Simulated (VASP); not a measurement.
# Ga2O3 (P-3m1) in VASP: further runs

Runs on Ga2O3. Level: PBE. Tasks: single point.

Program: VASP 6.6.1. These are calculated values, not measurements. Logs are shortened: lines on timing, memory, paths and dates and some standing lists are left out, and cuts for length are marked.

### Step 1. The cell of the first run

It takes space group P-3m1 (No. 164, trigonal). Conventional cell: a = 3.025 Å, b = 3.025 Å, c = 7.506 Å, α = 90.00°, β = 90.00°, γ = 120.00°. Within 2.5 Å of Ga (site symmetry 3m) lie 6 O at 1.90 to 2.25 Å. Within 3.0 Å of O (site symmetry -3m) lie 6 Ga at 2.25 Å and 6 O at 2.77 Å. O (site symmetry 3m) has 3 Ga at 1.90 Å within 2.5 Å.

### Step 2. Single point, PBE

Input file INCAR:

```
ALGO = Normal
EDIFF = 1E-6
ENCUT = 520
GGA = PE
ISIF = 2
ISMEAR = 0
LASPH = True
LCHARG = False
LREAL = False
LWAVE = False
NBANDS = 30
NELM = 60
PREC = Accurate
SIGMA = 0.01
```

Input file KPOINTS:

```
k-points
0
Gamma
  9 9 4
```

Input file POSCAR:

```
Ga2O3
1.0
    3.0245658275      0.0000000000      0.0000000000
   -1.5122829137      2.6193508420      0.0000000000
    0.0000000000      0.0000000000      7.5060618888
Ga O
2 3
Direct
    0.3333333333      0.6666666667      0.1886535940
    0.6666666667      0.3333333333      0.8113464060
    0.0000000000      0.0000000000      0.0000000000
    0.3333333333      0.6666666667      0.7129020079
    0.6666666667      0.3333333333      0.2870979921
```

Potentials or basis: VASP PAW PBE potentials, release 64 (Ga_d, O).

Run with:

```sh
$ cat potpaw_PBE.64/Ga_d/POTCAR potpaw_PBE.64/O/POTCAR > POTCAR
$ mpirun -np 1 vasp_std > vasp.out
```

OUTCAR:

```text
EDIFF = 1E-6
   ENCUT = 520
   GGA = PE
   ISIF = 2
   ISMEAR = 0
   LASPH = True
   LREAL = False
   NELM = 60
   PREC = Accurate

 ion  position               nearest neighbor table
   1  0.333  0.667  0.189-   5 1.90   5 1.90   5 1.90   3 2.25   3 2.25   3 2.25
   2  0.667  0.333  0.811-   4 1.90   4 1.90   4 1.90   3 2.25   3 2.25   3 2.25
   3  0.000  0.000  0.000-   1 2.25   2 2.25   1 2.25   2 2.25   2 2.25   1 2.25
   4  0.333  0.667  0.713-   2 1.90   2 1.90   2 1.90
   5  0.667  0.333  0.287-   1 1.90   1 1.90   1 1.90

  LATTYP: Found a hexagonal cell.
 ALAT       =     3.0245658275
 C/A-ratio  =     2.4816989667

  Lattice vectors:

 A1 = (   3.0245658275,   0.0000000000,   0.0000000000)
 A2 = (  -1.5122829137,   2.6193508420,   0.0000000000)
 A3 = (   0.0000000000,   0.0000000000,   7.5060618888)

Analysis of symmetry for initial positions (statically):
=====================================================================
 Subroutine PRICEL returns:
 Original cell was already a primitive cell.

 Routine SETGRP: Setting up the symmetry group for a
 hexagonal supercell.

 Subroutine GETGRP returns: Found 12 space group operations
 (whereof 12 operations were pure point group operations)
 out of a pool of 24 trial point group operations.

The static configuration has the point symmetry D_3d.

Analysis of symmetry for dynamics (positions and initial velocities):
=====================================================================
 Subroutine PRICEL returns:
 Original cell was already a primitive cell.

 Routine SETGRP: Setting up the symmetry group for a
 hexagonal supercell.

 Subroutine GETGRP returns: Found 12 space group operations
 (whereof 12 operations were pure point group operations)
 out of a pool of 24 trial point group operations.

The dynamic configuration has the point symmetry D_3d.

 Subroutine INISYM returns: Found 12 space group operations
 (whereof 12 operations are pure point group operations),
 and found     1 'primitive' translations

----------------------------------------------------------------------------------------

                                     Primitive cell

  volume of cell :      59.4660

  direct lattice vectors                    reciprocal lattice vectors
     3.024565828  0.000000000  0.000000000     0.330625967  0.190886991  0.000000000
    -1.512282914  2.619350842  0.000000000     0.000000000  0.381773982  0.000000000
     0.000000000  0.000000000  7.506061889     0.000000000  0.000000000  0.133225653

  length of vectors
     3.024565828  3.024565827  7.506061889     0.381773982  0.381773982  0.133225653

  position of ions in fractional coordinates (direct lattice)
     0.333333333  0.666666667  0.188653594
     0.666666667  0.333333333  0.811346406
     0.000000000  0.000000000  0.000000000
     0.333333333  0.666666667  0.712902008
     0.666666667  0.333333333  0.287097992

  ion indices of the primitive-cell ions
   primitive index   ion index
                 1           1
                 2           2
                 3           3
                 4           4
                 5           5

----------------------------------------------------------------------------------------

 KPOINTS: k-points

Automatic generation of k-mesh.
 Grid dimensions read from file:
 generate k-points for:    9    9    4

 Generating k-lattice:

  Cartesian coordinates                     Fractional coordinates (reciprocal lattice)
     0.036736219  0.021209666  0.000000000     0.111111111 -0.000000000  0.000000000
     0.000000000  0.042419331  0.000000000     0.000000000  0.111111111  0.000000000
     0.000000000  0.000000000  0.033306413     0.000000000  0.000000000  0.250000000

  Length of vectors
     0.042419331  0.042419331  0.033306413

  Shift w.r.t. Gamma in fractional coordinates (k-lattice)
     0.000000000  0.000000000  0.000000000

 Subroutine IBZKPT returns following result:
 ===========================================

 Found     43 irreducible k-points:

 Following reciprocal coordinates:
            Coordinates               Weight
  0.000000  0.000000  0.000000      1.000000
  0.111111  0.000000  0.000000      6.000000
  0.222222  0.000000  0.000000      6.000000
  0.333333 -0.000000  0.000000      6.000000
  0.444444  0.000000  0.000000      6.000000
  0.111111  0.111111  0.000000      6.000000
[... 16 lines left out ...]
  0.222222  0.111111  0.250000     12.000000
 -0.111111  0.333333  0.250000     12.000000
 [... further k-points ...]
   k-points           NKPTS =     43   k-points in BZ     NKDIM =     43   number of bands    NBANDS=     30
   number of dos      NEDOS =    301   number of ions     NIONS =      5
   total plane-waves  NPLWV =  32256
   dimension x,y,z NGX =    24 NGY =   24 NGZ =   56
   dimension x,y,z NGXF=    48 NGYF=   48 NGZF=  112
   ions per type =               2   3
   NGX,Y,Z   is equivalent  to a cutoff of  13.19, 13.19, 12.40 a.u.
   NGXF,Y,Z  is equivalent  to a cutoff of  26.38, 26.38, 24.81 a.u.
 SYSTEM =  unknown system
   PREC   = accura    normal or accurate (medium, high low for compatibility)
   ISTART =      0    job   : 0-new  1-cont  2-samecut
   ICHARG =      2    charge: 1-file 2-atom 10-const
   ISPIN  =      1    spin polarized calculation?
   LNONCOLLINEAR =      F non collinear calculations
   LSORBIT =      F    spin-orbit coupling
   LASPH  =      T    aspherical Exc in radial PAW
   ENCUT  =  520.0 eV  38.22 Ry    6.18 a.u.   5.62  5.62 13.96*2*pi/ulx,y,z
   NELM   =     60;   NELMIN=  2; NELMDL= -5     # of ELM steps
   EDIFF  = 0.1E-05   stopping-criterion for ELM
   LREAL  =      F    real-space projection
   EDIFFG = 0.1E-04   stopping-criterion for IOM
   NSW    =      0    number of steps for IOM
   IBRION =     -1    ionic relax: 0-MD 1-quasi-New 2-CG
   NFREE  =      0    steps in history (QN), initial steepest desc. (CG)
   ISIF   =      2    stress and relaxation
   ISYM   =      2    0-nonsym 1-usesym 2-fastsym
   POTIM  = 0.5000    time-step for ionic-motion
   TEBEG  =    0.0;   TEEND  =   0.0 temperature during run
   PSTRESS=    0.0 pullay stress
   NELECT =      44.0000    total number of electrons
   NUPDOWN=      -1.0000    fix difference up-down
   EMIN   =  10.00;   EMAX   =-10.00  energy-range for DOS
   EFERMI =   0.00;   METHOD = LEGACY
   ISMEAR =     0;   SIGMA  =   0.01  broadening in eV -4-tet -1-fermi 0-gaus
   EFERMI_NEDOS =   21; number of points for ismear=-14 and -15
   IALGO  =     38    algorithm
   IMIX   =      4    mixing-type and parameters
     AMIX     =   0.40;   BMIX     =  1.00
     AMIX_MAG =   1.60;   BMIX_MAG =  1.00
  volume/ion in A,a.u.               =      11.89        80.26
  Fermi-wavevector in a.u.,A,eV,Ry     =   1.480708  2.798132 29.830724  2.192496
  Thomas-Fermi vector in A             =   2.594709
   LORBIT       =      0    0 simple, 1 ext, 2 COOP (PROOUT), +10 PAW based schemes
   GGA     = PE    functional components
   LHFCALC =     F    Hartree Fock is set to
   AEXX    =    0.0000 exact exchange contribution
   IVDW    =     0    specifies the selected vdW correction
   LEPSILON=     F    determine dielectric tensor
   LRPA    =     F    only Hartree local field effects (RPA)
 non-spin polarized calculation
 Gauss-broadening in eV      SIGMA  =   0.01
  energy-cutoff  :      520.00
  volume of cell :       59.47
 maximum number of plane-waves:      1630
 NGX is ok and might be reduce to    24
   NGX = 11   NGY = 11   NGZ = 27

 number of electron      44.0000006 magnetization

 Free energy of the ion-electron system (eV)
  ---------------------------------------------------
  ext. energy  EPLUGINS =         0.00000000
  ---------------------------------------------------
  free energy    TOTEN  =       -29.08023070 eV

  energy without entropy =      -29.08023070  energy(sigma->0) =      -29.08023070

 E-fermi :   2.2874     XC(G=0): -10.6899

 val. band max:        2.2277793658   @ k =   0.1111   0.0000   0.0000
 cond. band min:       4.7649710143   @ k =   0.0000   0.0000   0.0000
 fundamental gap:      2.5371916485
 Fermi energy:         2.2874481146

 k-point     1 :       0.0000    0.0000    0.0000
  band No.  band energies     occupation
      1     -16.2714      2.00000
      2     -15.5955      2.00000
      3     -14.3031      2.00000
      4     -10.6020      2.00000
      5     -10.6020      2.00000
      6     -10.5595      2.00000
[... 22 lines left out ...]
     29      14.6209      0.00000
     30      16.3375      0.00000

 k-point     2 :       0.1111    0.0000    0.0000
  band No.  band energies     occupation
      1     -16.1405      2.00000
      2     -15.5184      2.00000
      3     -14.3200      2.00000
      4     -10.5736      2.00000
      5     -10.5662      2.00000
      6     -10.5603      2.00000
[... 22 lines left out ...]
     29      14.9058      0.00000
     30      15.2279      0.00000

 k-point     3 :       0.2222    0.0000    0.0000
  band No.  band energies     occupation
      1     -15.7874      2.00000
      2     -15.3255      2.00000
      3     -14.3595      2.00000
      4     -10.5420      2.00000
      5     -10.5123      2.00000
      6     -10.4846      2.00000
[... 22 lines left out ...]
     29      14.6096      0.00000
     30      15.5214      0.00000

 k-point     4 :       0.3333   -0.0000    0.0000
  band No.  band energies     occupation
      1     -15.3431      2.00000
      2     -15.1140      2.00000
      3     -14.3917      2.00000
      4     -10.5055      2.00000
      5     -10.4796      2.00000
      6     -10.4361      2.00000
[... 616 lines left out ...]
     29      14.9112      0.00000
     30      15.3835      0.00000

 k-point    23 :       0.2222    0.1111    0.2500
  band No.  band energies     occupation
      1     -15.4876      2.00000
      2     -15.1965      2.00000
      3     -14.3765      2.00000
      4     -10.5198      2.00000
      5     -10.4649      2.00000
      6     -10.4456      2.00000
[... 22 lines left out ...]
     29      14.7392      0.00000
     30      15.3660      0.00000

 k-point    24 :      -0.1111    0.3333    0.2500
  band No.  band energies     occupation
      1     -15.4887      2.00000
      2     -15.1947      2.00000
      3     -14.3773      2.00000
      4     -10.5193      2.00000
      5     -10.4647      2.00000
      6     -10.4457      2.00000
[... 22 lines left out ...]
     29      14.8317      0.00000
     30      15.4103      0.00000

 [... further k-points ...]

------------------------ aborting loop because EDIFF is reached ----------------------------------------

  FORCE on cell =-STRESS in cart. coord.  units (eV):
  Direction    XX          YY          ZZ          XY          YZ          ZX
  --------------------------------------------------------------------------------------
  -------------------------------------------------------------------------------------
  Total        0.3196160      0.3196160      0.1245414      0.0000000      0.0000000     -0.0000000
  in kB        8.6113301      8.6113301      3.3554874      0.0000000      0.0000000     -0.0000000
  external PRESSURE =       6.8593825 kB  Pullay stress =       0.0000000 kB

 VOLUME and BASIS-vectors are now :
 -----------------------------------------------------------------------------
  energy-cutoff  :      520.00
  volume of cell :       59.47
      direct lattice vectors                 reciprocal lattice vectors
     3.024565828  0.000000000  0.000000000     0.330625967  0.190886991  0.000000000
    -1.512282914  2.619350842  0.000000000     0.000000000  0.381773982  0.000000000
     0.000000000  0.000000000  7.506061889     0.000000000  0.000000000  0.133225653

 POSITION                                       TOTAL-FORCE (eV/Angst)
 -----------------------------------------------------------------------------------
     -0.00000      1.74623      1.41605        -0.000000      0.000000      0.020688
      1.51228      0.87312      6.09002         0.000000      0.000000     -0.020688
      0.00000      0.00000      0.00000        -0.000000     -0.000000      0.000000
     -0.00000      1.74623      5.35109        -0.000000     -0.000000     -0.025857
      1.51228      0.87312      2.15498         0.000000      0.000000      0.025857
 -----------------------------------------------------------------------------------
    total drift:                                0.000000      0.000000      0.000000

  FREE ENERGIE OF THE ION-ELECTRON SYSTEM (eV)
  ---------------------------------------------------
  free  energy   TOTEN  =       -29.0802306982 eV

  energy  without entropy=      -29.0802306982  energy(sigma->0) =      -29.08023070
```

It took 57 s on 1 thread of Intel Xeon Platinum 8488C (Sapphire Rapids), shared host; peak memory 0.21 GiB.

What came out:

* Free energy: -29.0802 eV
* Pressure: 0.7 GPa
* Largest force: 0.026 eV/Å
* Band gap on the k mesh: 2.54 eV, indirect (least direct gap 2.56 eV)

Forces in eV/Å, atoms in the order of the input:
```
Ga   0.000  0.000  0.021
Ga   0.000  0.000 -0.021
O    0.000  0.000  0.000
O    0.000  0.000 -0.026
O    0.000  0.000  0.026
```

Stress tensor (GPa, compression positive):
```
0.86 0.00 0.00
0.00 0.86 0.00
0.00 0.00 0.34
```

Levels at points of the mesh, in eV from the valence-band top:
```
           k point  band 20  band 21  band 22  band 23  band 24  band 25
(0.00, 0.00, 0.00)    -0.63    -0.63    -0.02     2.54     5.37     6.52
(0.00, 0.00, 0.50)    -0.63    -0.63    -0.61     3.15     4.87     6.64
```

A k mesh can miss the band edges. Expect the measured gap to be larger: semilocal functionals such as PBE lack the derivative discontinuity.

### Step 3. Single point, PBE (volume changed by +3%)

Input file INCAR:

```
PREC = Accurate
ENCUT = 520
EDIFF = 1E-6
ISMEAR = 0
SIGMA = 0.01
LREAL = False
LASPH = True
NELM = 100
ALGO = Normal
ISIF = 2
LWAVE = False
LCHARG = False
GGA = PE
NBANDS = 30
```

Input file KPOINTS:

```
regular mesh
0
Gamma
  9 9 4
```

Edit POSCAR of step 2 so:

```diff
@@ -2,5 +2,5 @@
 1.0
-    3.0245658275      0.0000000000      0.0000000000
-   -1.5122829137      2.6193508420      0.0000000000
-    0.0000000000      0.0000000000      7.5060618888
+    3.0545139715      0.0000000000      0.0000000000
+   -1.5272569857      2.6452866955      0.0000000000
+    0.0000000000      0.0000000000      7.5803841668
 Ga O
```

Potentials or basis: VASP PAW PBE potentials, release 64 (Ga_d, O).

Run with:

```sh
$ cat potpaw_PBE.64/Ga_d/POTCAR potpaw_PBE.64/O/POTCAR > POTCAR
$ mpirun -np 1 vasp_std > vasp.out
```

Run time: 71 s. Hardware: 1 thread of Intel Xeon Platinum 8488C (Sapphire Rapids), shared host; peak memory 0.21 GiB.

It converged, with:

* Free energy: -29.0644 eV
* Pressure: -3.8 GPa
* Largest force: 0.256 eV/Å
* Band gap on the k mesh: 2.33 eV, indirect (least direct gap 2.35 eV)

Forces on the atoms (eV/Å):
```
Ga   0.000  0.000  0.067
Ga   0.000  0.000 -0.067
O    0.000  0.000  0.000
O    0.000  0.000  0.256
O    0.000  0.000 -0.256
```

Stress tensor (GPa, compression positive):
```
-4.36  0.00  0.00
 0.00 -4.36  0.00
 0.00  0.00 -2.61
```

Levels at points of the mesh, in eV from the valence-band top:
| k point | band 20 | band 21 | band 22 | band 23 | band 24 | band 25 |
| --- | --- | --- | --- | --- | --- | --- |
| (0.00, 0.00, 0.00) | -0.60 | -0.60 | -0.02 | 2.33 | 5.08 | 6.36 |
| (0.00, 0.00, 0.50) | -0.60 | -0.60 | -0.58 | 2.93 | 4.62 | 6.48 |

### Step 4. Single point, PBE (volume changed by +6%)

Input file INCAR:

```
SYSTEM = Ga2O3
PREC     = Accurate       ! precision mode
ENCUT    = 520            ! plane-wave cutoff, eV
EDIFF    = 1E-6           ! SCF threshold, eV
ISMEAR   = 0              ! smearing method
SIGMA    = 0.01           ! smearing width, eV
LREAL    = .False.        ! projectors in reciprocal space
LASPH    = .True.         ! aspherical terms in the spheres
NELM     = 100            ! most SCF steps
ALGO     = Normal         ! electronic algorithm
ISIF     = 2              ! what is computed and relaxed
LWAVE    = .False.        ! write WAVECAR
LCHARG   = .False.        ! write CHGCAR
GGA      = PE             ! functional
NBANDS   = 30             ! bands
```

Input file KPOINTS:

```
Automatic mesh
0
Gamma
  9 9 4
  0 0 0
```

Edit POSCAR of step 3 so:

```diff
@@ -2,5 +2,5 @@
 1.0
-    3.0545139715      0.0000000000      0.0000000000
-   -1.5272569857      2.6452866955      0.0000000000
-    0.0000000000      0.0000000000      7.5803841668
+    3.0838861000      0.0000000000      0.0000000000
+   -1.5419430500      2.6707237050      0.0000000000
+    0.0000000000      0.0000000000      7.6532769477
 Ga O
```

Run with:

```sh
$ cat potpaw_PBE.64/Ga_d/POTCAR potpaw_PBE.64/O/POTCAR > POTCAR
$ mpirun -np 1 vasp_std > vasp.out
```

Run time: 72 s. Hardware: 1 thread of Intel Xeon Platinum 8488C (Sapphire Rapids), shared host; peak memory 0.2 GiB.

Results (log left out):

| Quantity | Value |
| --- | --- |
| Free energy | -29.0025 eV |
| Pressure | -7.6 GPa |
| Largest force | 0.504 eV/Å |
| Band gap on the k mesh | 2.13 eV, indirect (least direct gap 2.15 eV) |

Forces on the atoms (eV/Å):
```
Ga   0.000  0.000  0.106
Ga   0.000  0.000 -0.106
O    0.000  0.000  0.000
O    0.000  0.000  0.504
O    0.000  0.000 -0.504
```

Stress tensor (GPa, compression positive):
```
-8.78  0.00  0.00
 0.00 -8.78  0.00
 0.00  0.00 -5.10
```

Levels at points of the mesh, in eV from the valence-band top:
```
           k point  band 19  band 20  band 21  band 22  band 23  band 24  band 25  band 26
(0.00, 0.00, 0.00)    -0.86    -0.56    -0.56    -0.02     2.13     4.82     6.21    10.62
(0.00, 0.00, 0.50)    -0.86    -0.56    -0.56    -0.55     2.72     4.37     6.34     9.77
```

 A k mesh can miss the band edges.

### Step 5. Overview

| cell | gap on the mesh (eV) | pressure (GPa) | largest force (eV/Å) |
| --- | --- | --- | --- |
| a = 3.025, b = 3.025, c = 7.506 Å, angles 90.0, 90.0, 120.0°, 5 atoms | 2.54 | 0.7 | 0.03 |
| a = 3.055, b = 3.055, c = 7.580 Å, angles 90.0, 90.0, 120.0°, 5 atoms | 2.33 | -3.8 | 0.26 |
| a = 3.084, b = 3.084, c = 7.653 Å, angles 90.0, 90.0, 120.0°, 5 atoms | 2.13 | -7.6 | 0.50 |

Alike in all rows: task single point; level PBE; potentials or basis VASP PAW PBE potentials, release 64 (Ga_d, O); no spin polarisation; k mesh 9 × 9 × 4; cutoff (eV) 520; smearing gaussian 0.01 eV.

Total energies depend on the potentials used, so only differences within one code and one set of settings carry meaning.
